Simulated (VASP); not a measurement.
# Ta2SiO3: single point with PBE

The system is Ta2SiO3.

```
Ta Si O
1.0
     2.92639    0.00000    0.00000
     0.00000    2.92639    0.00000
     0.00000    0.00000    7.99464
Ta Si O
2 1 3
Direct
  0.00000 0.50000 0.70459
  0.50000 0.00000 0.29541
  0.00000 0.00000 0.00000
  0.00000 0.50000 0.39446
  0.50000 0.00000 0.60554
  0.50000 0.50000 0.00000
```

The cell was generated, and may not be a known phase.

- Program: VASP 6.6.1
- Task: single point
- Functional: PBE
- Potentials or basis: VASP PAW PBE potentials, release 64 (Ta_pv, Si, O)
- Cutoff: 520 eV
- k mesh: 4 × 4 × 2
- Occupations: gaussian, width 0.15 eV
- Spin: no spin polarisation

```
Pressure               : 0.5 GPa
Largest force          : 0.076 eV/Å
Band gap on the k mesh : zero (bands 22 and 23 overlap by 0.97 eV)
```

Forces on the atoms (eV/Å):
```
Ta   0.000  0.000  0.076
Ta   0.000  0.000 -0.076
Si   0.000  0.000  0.000
O    0.000  0.000  0.012
O    0.000  0.000 -0.012
O    0.000  0.000  0.000
```

Stress tensor (GPa, compression positive):
```
0.65 0.00 0.00
0.00 0.65 0.00
0.00 0.00 0.31
```

Levels at points of the mesh, in eV from the Fermi level:
```tsv
k point	band 18	band 19	band 20	band 21	band 22	band 23	band 24	band 25	band 26	band 27
(0.00, 0.00, 0.00)	-5.18	-5.18	-3.93	-3.75	-0.16	0.14	0.27	1.91	1.91	2.52
(0.50, 0.00, 0.00)	-5.93	-3.70	-1.92	-1.87	-0.42	-0.08	0.90	1.13	1.82	2.51
(0.50, 0.50, 0.00)	-6.19	-5.91	-2.66	0.46	0.84	0.84	1.53	1.68	1.68	2.00
(0.00, 0.00, 0.50)	-5.17	-5.17	-4.17	-3.48	-0.74	0.29	1.26	2.04	2.04	2.39
(0.50, 0.00, 0.50)	-5.96	-4.06	-1.72	-1.29	-0.55	-0.04	0.46	1.20	1.78	2.67
(0.50, 0.50, 0.50)	-6.06	-5.94	-2.60	-0.03	-0.03	0.33	1.65	1.90	2.60	2.60
```

Run time: 39 s on 1 thread of Intel Xeon 8259CL (shared host), peak memory 0.19 GiB.

Caveat: the k points lie up to 0.54 Å⁻¹ apart, too coarse for converged energies and pressures of a metal; spin-orbit coupling is left out, which moves the levels of the heavy elements.
